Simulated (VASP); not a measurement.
# Si4B (Pm-3m) in VASP: notebook

Si4B is run at these levels: PBE; tasks: single point, relaxation of cell and atoms.

Program: VASP 6.6.1. These are calculated values, not measurements. Logs are shortened: lines on timing, memory, paths and dates and some standing lists are left out, and cuts for length are marked.

### Step 1. The cell of the first run

It takes space group Pm-3m (No. 221, cubic). The conventional cell has a = 4.113 Å, b = 4.113 Å, c = 4.113 Å, α = 90.00°, β = 90.00°, γ = 90.00°. Within 3.8 Å of Si (site symmetry m-3m) lie 12 Si at 2.91 Å and 8 B at 3.56 Å. Si (site symmetry 4/mmm) has 2 B at 2.06 Å within 2.7 Å. B (site symmetry m-3m) has 6 Si at 2.06 Å within 2.7 Å.

The cell was generated, and may not be a known phase.

### Step 2. Single point, PBE

Contents of INCAR:

```
PREC = Accurate ; ENCUT = 520
EDIFF = 1E-6 ; ISMEAR = 0
SIGMA = 0.1 ; LREAL = False
LASPH = True ; NELM = 80
ALGO = Normal ; ISIF = 2
LWAVE = False ; LCHARG = True
GGA = PE ; LELF = True
LVHAR = True ; NBANDS = 18
```

Contents of KPOINTS:

```
regular mesh
0
Gamma
  4 4 4
```

Contents of POSCAR:

```
Si4B
1.0
    4.1132363300      0.0000000000      0.0000000000
    0.0000000000      4.1132363300      0.0000000000
    0.0000000000      0.0000000000      4.1132363300
Si B
4 1
Direct
    0.0000000000      0.0000000000      0.0000000000
    0.5000000000      0.5000000000      0.0000000000
    0.5000000000      0.0000000000      0.5000000000
    0.0000000000      0.5000000000      0.5000000000
    0.5000000000      0.5000000000      0.5000000000
```

Potentials or basis: VASP PAW PBE potentials, release 64 (Si, B).

Command:

```
$ cat potpaw_PBE.64/Si/POTCAR potpaw_PBE.64/B/POTCAR > POTCAR
$ mpirun -np 1 vasp_std > vasp.out
```

OUTCAR:

```text
PREC = Accurate
   ENCUT = 520
   EDIFF = 1E-6
   ISMEAR = 0
   LREAL = False
   LASPH = True
   NELM = 80
   ISIF = 2
   GGA = PE

 ion  position               nearest neighbor table
   1  0.000  0.000  0.000-   2 2.91   3 2.91   4 2.91   3 2.91   4 2.91   2 2.91   4 2.91   4 2.91
                             2 2.91   3 2.91   3 2.91   2 2.91
   2  0.500  0.500  0.000-   5 2.06   5 2.06   4 2.91   1 2.91   3 2.91   4 2.91   3 2.91   1 2.91
                             3 2.91   3 2.91   1 2.91   4 2.91   4 2.91   1 2.91
   3  0.500  0.000  0.500-   5 2.06   5 2.06   4 2.91   1 2.91   1 2.91   2 2.91   2 2.91   4 2.91
                             2 2.91   2 2.91   1 2.91   4 2.91   1 2.91   4 2.91
   4  0.000  0.500  0.500-   5 2.06   5 2.06   3 2.91   1 2.91   1 2.91   2 2.91   1 2.91   3 2.91
                             1 2.91   2 2.91   3 2.91   2 2.91   2 2.91   3 2.91
   5  0.500  0.500  0.500-   2 2.06   3 2.06   4 2.06   2 2.06   3 2.06   4 2.06

  LATTYP: Found a simple cubic cell.
 ALAT       =     4.1132363300

  Lattice vectors:

 A1 = (   4.1132363300,   0.0000000000,   0.0000000000)
 A2 = (   0.0000000000,   4.1132363300,   0.0000000000)
 A3 = (   0.0000000000,   0.0000000000,   4.1132363300)

Analysis of symmetry for initial positions (statically):
=====================================================================
 Subroutine PRICEL returns:
 Original cell was already a primitive cell.

 Routine SETGRP: Setting up the symmetry group for a
 simple cubic supercell.

 Subroutine GETGRP returns: Found 48 space group operations
 (whereof 48 operations were pure point group operations)
 out of a pool of 48 trial point group operations.

The static configuration has the point symmetry O_h .

Analysis of symmetry for dynamics (positions and initial velocities):
=====================================================================
 Subroutine PRICEL returns:
 Original cell was already a primitive cell.

 Routine SETGRP: Setting up the symmetry group for a
 simple cubic supercell.

 Subroutine GETGRP returns: Found 48 space group operations
 (whereof 48 operations were pure point group operations)
 out of a pool of 48 trial point group operations.

The dynamic configuration has the point symmetry O_h .

 Subroutine INISYM returns: Found 48 space group operations
 (whereof 48 operations are pure point group operations),
 and found     1 'primitive' translations

----------------------------------------------------------------------------------------

[... 86 lines left out ...]
   NSW    =      0    number of steps for IOM
   IBRION =     -1    ionic relax: 0-MD 1-quasi-New 2-CG
   NFREE  =      0    steps in history (QN), initial steepest desc. (CG)
   ISIF   =      2    stress and relaxation
   ISYM   =      2    0-nonsym 1-usesym 2-fastsym
   POTIM  = 0.5000    time-step for ionic-motion
   TEBEG  =    0.0;   TEEND  =   0.0 temperature during run
   PSTRESS=    0.0 pullay stress
   NELECT =      19.0000    total number of electrons
   NUPDOWN=      -1.0000    fix difference up-down
   EMIN   =  10.00;   EMAX   =-10.00  energy-range for DOS
   EFERMI =   0.00;   METHOD = LEGACY
   ISMEAR =     0;   SIGMA  =   0.10  broadening in eV -4-tet -1-fermi 0-gaus
   EFERMI_NEDOS =   21; number of points for ismear=-14 and -15
   IALGO  =     38    algorithm
   IMIX   =      4    mixing-type and parameters
     AMIX     =   0.40;   BMIX     =  1.00
     AMIX_MAG =   1.60;   BMIX_MAG =  1.00
  volume/ion in A,a.u.               =      13.92        93.92
  Fermi-wavevector in a.u.,A,eV,Ry     =   1.062044  2.006971 15.346511  1.127937
  Thomas-Fermi vector in A             =   2.197481
   LORBIT       =      0    0 simple, 1 ext, 2 COOP (PROOUT), +10 PAW based schemes
   GGA     = PE    functional components
   LHFCALC =     F    Hartree Fock is set to
   AEXX    =    0.0000 exact exchange contribution
   IVDW    =     0    specifies the selected vdW correction
   LEPSILON=     F    determine dielectric tensor
   LRPA    =     F    only Hartree local field effects (RPA)
 non-spin polarized calculation
 Gauss-broadening in eV      SIGMA  =   0.10
  energy-cutoff  :      520.00
  volume of cell :       69.59
 maximum number of plane-waves:      1888
 NGX is ok and might be reduce to    32
   NGX = 15   NGY = 15   NGZ = 15

 number of electron      19.0000000 magnetization

 Free energy of the ion-electron system (eV)
  ---------------------------------------------------
  ext. energy  EPLUGINS =         0.00000000
  ---------------------------------------------------
  free energy    TOTEN  =       -24.33704860 eV

  energy without entropy =      -24.32152848  energy(sigma->0) =      -24.32928854

 E-fermi :   8.7308     XC(G=0): -10.9321

 val. band max:        8.6360279615   @ k =   0.5000   0.2500   0.2500
 cond. band min:       8.7713748193   @ k =   0.0000   0.0000   0.0000
 fundamental gap:      0.1353468579
 Fermi energy:         8.7308460813

 k-point     1 :       0.0000    0.0000    0.0000
  band No.  band energies     occupation
      1      -5.4484      2.00000
      2       2.0985      2.00000
      3       2.3829      2.00000
      4       2.3829      2.00000
      5       2.3829      2.00000
      6       3.8560      2.00000
[... 187 lines left out ...]
      5       1.7966      2.00000
      6       2.8178      2.00000
[... 10 lines left out ...]
     17      15.7053      0.00000
     18      15.7053      0.00000

------------------------ aborting loop because EDIFF is reached ----------------------------------------

  FORCE on cell =-STRESS in cart. coord.  units (eV):
  Direction    XX          YY          ZZ          XY          YZ          ZX
  --------------------------------------------------------------------------------------
  -------------------------------------------------------------------------------------
  Total        1.5331592      1.5331592      1.5331592      0.0000000     -0.0000000     -0.0000000
  in kB       35.2977353     35.2977353     35.2977353      0.0000000     -0.0000000     -0.0000000
  external PRESSURE =      35.2977353 kB  Pullay stress =       0.0000000 kB

 VOLUME and BASIS-vectors are now :
 -----------------------------------------------------------------------------
  energy-cutoff  :      520.00
  volume of cell :       69.59
      direct lattice vectors                 reciprocal lattice vectors
     4.113236330  0.000000000  0.000000000     0.243117565  0.000000000  0.000000000
     0.000000000  4.113236330  0.000000000     0.000000000  0.243117565  0.000000000
     0.000000000  0.000000000  4.113236330     0.000000000  0.000000000  0.243117565

 POSITION                                       TOTAL-FORCE (eV/Angst)
 -----------------------------------------------------------------------------------
      0.00000      0.00000      0.00000         0.000000      0.000000      0.000000
      2.05662      2.05662      0.00000         0.000000      0.000000      0.000000
      2.05662      0.00000      2.05662         0.000000      0.000000      0.000000
      0.00000      2.05662      2.05662         0.000000      0.000000      0.000000
      2.05662      2.05662      2.05662         0.000000      0.000000      0.000000
 -----------------------------------------------------------------------------------
    total drift:                                0.000000     -0.000000     -0.000000

  FREE ENERGIE OF THE ION-ELECTRON SYSTEM (eV)
  ---------------------------------------------------
  free  energy   TOTEN  =       -24.3370486010 eV

  energy  without entropy=      -24.3215284774  energy(sigma->0) =      -24.32928854
```

Wall time 18 s (1 thread of Intel Xeon 8259CL, shared host); peak memory 0.17 GiB.

What came out:

- Free energy: -24.3370 eV
- Pressure: 3.5 GPa
- Band gap on the k mesh: zero (an odd number of electrons rules out a gap without spin polarisation)

Caveat: the k points lie up to 0.38 Å⁻¹ apart, too coarse for converged energies and pressures of a metal.

### Step 3. Single point, PBE

This run uses another cell than the first one, of 14.05 Å³/atom.

Contents of INCAR:

```
SYSTEM = Si4B
PREC = Accurate ; ENCUT = 520
EDIFF = 1E-6 ; ISMEAR = 0
SIGMA = 0.1 ; LREAL = .FALSE.
LASPH = .TRUE. ; NELM = 80
ALGO = Normal ; ISIF = 2
LWAVE = .FALSE. ; LCHARG = .FALSE.
GGA = PE ; NBANDS = 18
```

Contents of KPOINTS:

```
Automatic mesh
0
G
  10 10 10
  0 0 0
```

POSCAR: that of step 2 with these lines changed.

```diff
@@ -2,5 +2,5 @@
 1.0
-    4.1132363300      0.0000000000      0.0000000000
-    0.0000000000      4.1132363300      0.0000000000
-    0.0000000000      0.0000000000      4.1132363300
+    4.1263310701      0.0000000000      0.0000000000
+    0.0000000000      4.1263310701      0.0000000000
+    0.0000000000      0.0000000000      4.1263310701
 Si B
```

Potentials or basis: VASP PAW PBE potentials, release 64 (Si, B).

Command:

```
$ cat potpaw_PBE.64/Si/POTCAR potpaw_PBE.64/B/POTCAR > POTCAR
$ mpirun -np 1 vasp_std > vasp.out
```

OUTCAR:

```text
SYSTEM = Si4B
   PREC = Accurate
   ENCUT = 520
   EDIFF = 1E-6
   ISMEAR = 0
   LREAL = .FALSE.
   LASPH = .TRUE.
   NELM = 80
   ISIF = 2
   GGA = PE

 ion  position               nearest neighbor table
   1  0.000  0.000  0.000-   2 2.92   3 2.92   4 2.92   3 2.92   4 2.92   2 2.92   4 2.92   4 2.92
                             2 2.92   3 2.92   3 2.92   2 2.92
   2  0.500  0.500  0.000-   5 2.06   5 2.06   4 2.92   1 2.92   3 2.92   4 2.92   3 2.92   1 2.92
                             3 2.92   3 2.92   1 2.92   4 2.92   4 2.92   1 2.92
   3  0.500  0.000  0.500-   5 2.06   5 2.06   4 2.92   1 2.92   1 2.92   2 2.92   2 2.92   4 2.92
                             2 2.92   2 2.92   1 2.92   4 2.92   1 2.92   4 2.92
[... 713 lines left out ...]
  Total       -0.0011379     -0.0011379     -0.0011379     -0.0000000     -0.0000000      0.0000000
  in kB       -0.0259493     -0.0259493     -0.0259493     -0.0000000     -0.0000000      0.0000000
  external PRESSURE =      -0.0259493 kB  Pullay stress =       0.0000000 kB

 VOLUME and BASIS-vectors are now :
 -----------------------------------------------------------------------------
  energy-cutoff  :      520.00
  volume of cell :       70.26
      direct lattice vectors                 reciprocal lattice vectors
     4.126331070  0.000000000  0.000000000     0.242346041  0.000000000  0.000000000
     0.000000000  4.126331070  0.000000000     0.000000000  0.242346041  0.000000000
     0.000000000  0.000000000  4.126331070     0.000000000  0.000000000  0.242346041

 POSITION                                       TOTAL-FORCE (eV/Angst)
 -----------------------------------------------------------------------------------
      0.00000      0.00000      0.00000         0.000000      0.000000      0.000000
      2.06317      2.06317      0.00000         0.000000      0.000000      0.000000
      2.06317      0.00000      2.06317         0.000000      0.000000      0.000000
      0.00000      2.06317      2.06317         0.000000      0.000000      0.000000
      2.06317      2.06317      2.06317         0.000000      0.000000      0.000000
 -----------------------------------------------------------------------------------
    total drift:                                0.000000     -0.000000     -0.000000

  FREE ENERGIE OF THE ION-ELECTRON SYSTEM (eV)
  ---------------------------------------------------
  free  energy   TOTEN  =       -24.6679985688 eV

  energy  without entropy=      -24.6578024172  energy(sigma->0) =      -24.66290049
```

OSZICAR:

```text
N       E                     dE             d eps       ncg     rms          rms(c)
DAV:   1     0.280767583266E+02    0.28077E+02   -0.73785E+03  2016   0.854E+02
DAV:   2    -0.243015708139E+02   -0.52378E+02   -0.50174E+02  2674   0.137E+02
DAV:   3    -0.263939802632E+02   -0.20924E+01   -0.20620E+01  2648   0.238E+01
DAV:   4    -0.264077877185E+02   -0.13807E-01   -0.13801E-01  2576   0.238E+00
DAV:   5    -0.264078852643E+02   -0.97546E-04   -0.97531E-04  2652   0.193E-01    0.779E+00
DAV:   6    -0.246660994758E+02    0.17418E+01   -0.52631E+00  2198   0.124E+01    0.332E+00
DAV:   7    -0.246808036876E+02   -0.14704E-01   -0.66236E-01  2522   0.410E+00    0.167E+00
DAV:   8    -0.246698751947E+02    0.10928E-01   -0.22940E-02  2354   0.846E-01    0.534E-01
DAV:   9    -0.246680227693E+02    0.18524E-02   -0.38430E-03  2572   0.363E-01    0.883E-02
DAV:  10    -0.246679977852E+02    0.24984E-04   -0.32951E-04  2432   0.107E-01    0.682E-02
DAV:  11    -0.246680003363E+02   -0.25511E-05   -0.21501E-05  2420   0.272E-02    0.152E-02
DAV:  12    -0.246679985650E+02    0.17712E-05   -0.75574E-06  2336   0.149E-02    0.338E-03
DAV:  13    -0.246679985688E+02   -0.37435E-08   -0.59584E-07  1248   0.400E-03
   1 F= -.24667999E+02 E0= -.24662900E+02  d E =-.101962E-01
```

stdout:

```text
POSCAR found type information on POSCAR SiB
 POSCAR found :  2 types and       5 ions
 scaLAPACK will be used
 LDA part: xc-table for (Slater+PW92), standard interpolation
 POSCAR, INCAR and KPOINTS ok, starting setup
 FFT: planning ... GRIDC
 FFT: planning ... GRID_SOFT
 FFT: planning ... GRID
 WAVECAR not read
 entering main loop
```

Run time: 62 s. Hardware: 1 thread of Intel Xeon 8259CL, shared host; peak memory 0.2 GiB.

Results:

```yaml
Free_energy: -24.6680 eV
Pressure: 0.0 GPa
Band_gap_on_the_k_mesh: zero (an odd number of electrons rules out a gap without spin polarisation)
```

Levels at points of the mesh, in eV from the Fermi level:
| k point | band 6 | band 7 | band 8 | band 9 | band 10 | band 11 | band 12 | band 13 | band 14 | band 15 |
| --- | --- | --- | --- | --- | --- | --- | --- | --- | --- | --- |
| (0.00, 0.00, 0.00) | -5.06 | -5.06 | -0.14 | -0.14 | -0.14 | 2.23 | 2.39 | 2.39 | 2.39 | 3.92 |
| (0.50, 0.00, 0.00) | -4.14 | -4.03 | -2.69 | -2.69 | -1.09 | 2.25 | 2.25 | 3.17 | 3.59 | 4.27 |
| (0.50, 0.50, 0.00) | -2.89 | -1.50 | -1.50 | -0.93 | -0.93 | -0.47 | -0.43 | 3.46 | 3.46 | 4.57 |
| (0.50, 0.50, 0.50) | -6.00 | -6.00 | -6.00 | 3.53 | 3.53 | 3.53 | 5.11 | 5.11 | 6.66 | 6.66 |

### Step 4. Relaxation of cell and atoms, PBE

Contents of INCAR:

```
SYSTEM = Si4B
  PREC = Accurate
  ENCUT = 600
  EDIFF = 1E-7
  ISMEAR = 0
  SIGMA = 0.1
  LREAL = .FALSE.
  LASPH = .TRUE.
  NELM = 100
  ALGO = Normal
  ISIF = 3
  LWAVE = .FALSE.
  LCHARG = .FALSE.
  GGA = PE
  IBRION = 2
  NSW = 100
  EDIFFG = -0.01
```

KPOINTS is that of step 3.

POSCAR: that of step 3 with these lines changed.

```diff
@@ -2,5 +2,5 @@
 1.0
-    4.1263310701      0.0000000000      0.0000000000
-    0.0000000000      4.1263310701      0.0000000000
-    0.0000000000      0.0000000000      4.1263310701
+    4.1132363300      0.0000000000      0.0000000000
+    0.0000000000      4.1132363300      0.0000000000
+    0.0000000000      0.0000000000      4.1132363300
 Si B
```

Command:

```
$ cat potpaw_PBE.64/Si/POTCAR potpaw_PBE.64/B/POTCAR > POTCAR
$ mpirun -np 1 vasp_std > vasp.out
```

Run time: 2.8 min. Hardware: 1 thread of Intel Xeon 8259CL, shared host; peak memory 0.23 GiB.

It converged, with:

- Free energy: -24.6692 eV
- Relaxed volume: 14.05 Å³/atom
- Relaxed cell: a = 4.126 Å, b = 4.126 Å, c = 4.126 Å, α = 90.00°, β = 90.00°, γ = 90.00°
- Space group after relaxing (to 0.1 Å): Pm-3m (No. 221)
- Energy gained by relaxing: 0.4 meV/atom
- Ionic steps: 3
- Pressure after relaxing: 0.0 GPa
- Band gap on the k mesh: zero (an odd number of electrons rules out a gap without spin polarisation)

Step by step:
| step | energy change (eV) | largest force (eV/Å) | pressure (GPa) | volume (Å³) |
| --- | --- | --- | --- | --- |
| 1 | 0.0000 | 0.0000 | 0.97 | 69.59 |
| 2 | -0.0018 | 0.0000 | -0.25 | 70.44 |
| 3 | -0.0020 | 0.0000 | 0.00 | 70.26 |

Final structure:
```
CELL_PARAMETERS angstrom
4.12633 0.00000 0.00000
0.00000 4.12633 0.00000
0.00000 0.00000 4.12633
ATOMIC_POSITIONS crystal
Si 0.00000 0.00000 0.00000
Si 0.50000 0.50000 0.00000
Si 0.50000 0.00000 0.50000
Si 0.00000 0.50000 0.50000
B 0.50000 0.50000 0.50000
```

Levels at points of the mesh, in eV from the Fermi level:
```tsv
k point	band 8	band 9	band 10	band 11	band 12	band 13
(0.00, 0.00, 0.00)	-0.14	-0.14	-0.14	2.23	2.39	2.39
(0.50, 0.00, 0.00)	-2.69	-2.69	-1.09	2.25	2.25	3.17
(0.50, 0.50, 0.00)	-1.50	-0.93	-0.93	-0.47	-0.43	3.46
(0.50, 0.50, 0.50)	-6.00	3.53	3.53	3.53	5.11	5.11
```

### Step 5. Overview

```tsv
task	cell	k mesh	cutoff (eV)	gap on the mesh (eV)	pressure (GPa)
single point	a = 4.113 Å, 5 atoms	4 × 4 × 4	520	none	3.5
single point	a = 4.126 Å, 5 atoms	10 × 10 × 10	520	none	0.0
relaxation of cell and atoms	relaxed from a = 4.113 Å, 5 atoms	10 × 10 × 10	600	none	0.0
```

Alike in all rows: level PBE; potentials or basis VASP PAW PBE potentials, release 64 (Si, B); no spin polarisation; smearing gaussian 0.1 eV.

Caveats: some runs use coarse meshes.

Absolute energies hang on the potentials; compare differences alone.

The gap in the log of VASP goes by the Fermi energy; the results here count the filled bands.